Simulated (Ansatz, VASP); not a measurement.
## Two plane-wave programs on Si

File INCAR:

```
SYSTEM = Si
PREC = Accurate ; ENCUT = 520
EDIFF = 1E-6 ; ISMEAR = 0
SIGMA = 0.02 ; LREAL = .False.
LASPH = .True. ; NELM = 100
ALGO = Normal ; ISIF = 2
LWAVE = .False. ; LCHARG = .False.
GGA = PS ; NBANDS = 16
```

The input KPOINTS:

```
Automatic mesh
0
Gamma
  10 10 8
  0 0 0
```

File POSCAR:

```
Si
1.0
    2.6625787399      2.6625787399      0.0000000000
   -2.6625787399      2.6625787399      0.0000000000
    0.0000000000      0.0000000000      5.3251574797
Si
4
Direct
    0.0000000000      0.5000000000      0.2500000000
    0.0000000000      0.0000000000      0.5000000000
    0.5000000000      0.0000000000      0.7500000000
    0.5000000000      0.5000000000      0.0000000000
```

Input for Ansatz:

```yaml
crystal:
  lattice:
    - [2.6625787399, 2.6625787399, 0.0]
    - [-2.6625787399, 2.6625787399, 0.0]
    - [0.0, 0.0, 5.3251574797]
  atoms:
    - { symbol: Si, position: [0.0, 0.5, 0.25] }
    - { symbol: Si, position: [0.0, 0.0, 0.5] }
    - { symbol: Si, position: [0.5, 0.0, 0.75] }
    - { symbol: Si, position: [0.5, 0.5, 0.0] }
basis:
  ecutwfc: 420
kpoints:
  mp_grid: { grid: [10, 10, 8] }
  band_path: { path: [VBM, CBM], npoints: 2 }
hamiltonian:
  xc: pbesol
scf:
  occupations: { method: gaussian, width: 0.02 }
output:
  forces: true
  stress: true
  eigenvalues: true
checkpoint:
  read: start.run
  write: ck
  compress: false
  write_wavefunctions: false
  write_every: 100000
```

Alike in both runs: task single point; functional PBEsol; k mesh 10 × 10 × 8; occupations gaussian, width 0.02 eV; no spin polarisation.

|  | VASP | Ansatz |
| --- | --- | --- |
| version | VASP 6.6.1 | Ansatz 0.2.0 |
| potentials or method | VASP PAW PBE potentials, release 64 (Si), cutoff 520 eV | scalar-relativistic, plane waves, PAW |
| valence electrons in the cell | 16 | 16 |

Ansatz gave:

* gap on the k mesh at the Fermi level (eV): 0.35
* least direct gap on the mesh (eV): 0.47
* pressure (GPa): 6.4

Which values does VASP return?

gap on the k mesh at the Fermi level (eV): 0.35; least direct gap on the mesh (eV): 0.47; pressure (GPa): 6.6.

VASP's potentials were made for PBE, not for PBEsol. The functional is the same, so the differences come from potentials, cutoffs and numerics.
